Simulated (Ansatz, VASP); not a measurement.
**AlV2C in VASP and in Ansatz**

The input INCAR:

```
SYSTEM = AlV2C
PREC = Accurate
ENCUT = 600
EDIFF = 1E-7
ISMEAR = 0
SIGMA = 0.05
LREAL = .False.
LASPH = .True.
NELM = 80
ALGO = Normal
ISIF = 3
LWAVE = .False.
LCHARG = .False.
GGA = PE
IBRION = 2
NSW = 80
EDIFFG = -0.01
```

The input KPOINTS:

```
Automatic mesh
0
Gamma
  14 14 4
  0 0 0
```

The input POSCAR:

```
AlV2C
1.0
    2.8875990726      0.0000000000      0.0000000000
   -1.4437995363      2.5007341528      0.0000000000
    0.0000000000      0.0000000000     13.1048231100
Al V C
2 4 2
Direct
    0.3333333300      0.6666666700      0.2500000000
    0.6666666700      0.3333333300      0.7500000000
    0.3333333300      0.6666666700      0.5863842200
    0.6666666700      0.3333333300      0.4136157800
    0.6666666700      0.3333333300      0.0863842200
    0.3333333300      0.6666666700      0.9136157800
    0.0000000000      0.0000000000      0.0000000000
    0.0000000000      0.0000000000      0.5000000000
```

Input for Ansatz:

```yaml
crystal:
  lattice:
    - [2.8875990726, 0.0, 0.0]
    - [-1.4437995363, 2.5007341528, 0.0]
    - [0.0, 0.0, 13.10482311]
  atoms:
    - { symbol: Al, position: [0.33333333, 0.66666667, 0.25] }
    - { symbol: Al, position: [0.66666667, 0.33333333, 0.75] }
    - { symbol: V, position: [0.33333333, 0.66666667, 0.58638422] }
    - { symbol: V, position: [0.66666667, 0.33333333, 0.41361578] }
    - { symbol: V, position: [0.66666667, 0.33333333, 0.08638422] }
    - { symbol: V, position: [0.33333333, 0.66666667, 0.91361578] }
    - { symbol: C, position: [0.0, 0.0, 0.0] }
    - { symbol: C, position: [0.0, 0.0, 0.5] }
basis:
  ecutwfc: 420
  ecutrho_ratio: 4
kpoints:
  mp_grid: { grid: [14, 14, 4] }
hamiltonian:
  xc: pbe
scf:
  occupations: { method: gaussian, width: 0.05 }
output:
  forces: true
  stress: true
  eigenvalues: true
relax:
  f_tol: 0.01
  max_steps: 60
  cell: { stress_tol: 0.04 }
```

Alike in both runs: task relaxation of cell and atoms; functional PBE; k mesh 14 × 14 × 4; occupations gaussian, width 0.05 eV; no spin polarisation.

```csv
,VASP,Ansatz
version,VASP 6.6.1,Ansatz 0.2.0
potentials or method,"VASP PAW PBE potentials, release 64 (Al, V_sv, C), cutoff 600 eV","scalar-relativistic, plane waves, PAW"
valence electrons in the cell,66,66
```

```csv
,VASP,Ansatz,Ansatz less VASP
"gap on the k mesh at the Fermi level, each at its own relaxed structure (eV)",none,none,-
relaxed volume (Å³/atom),12.03,12.02,-0.010
relaxed length of the cell vector where the two differ most in proportion (Å),2.909,2.908,-0.0012
```

A gap of «none» marks a metal or a gap that the smearing closes.
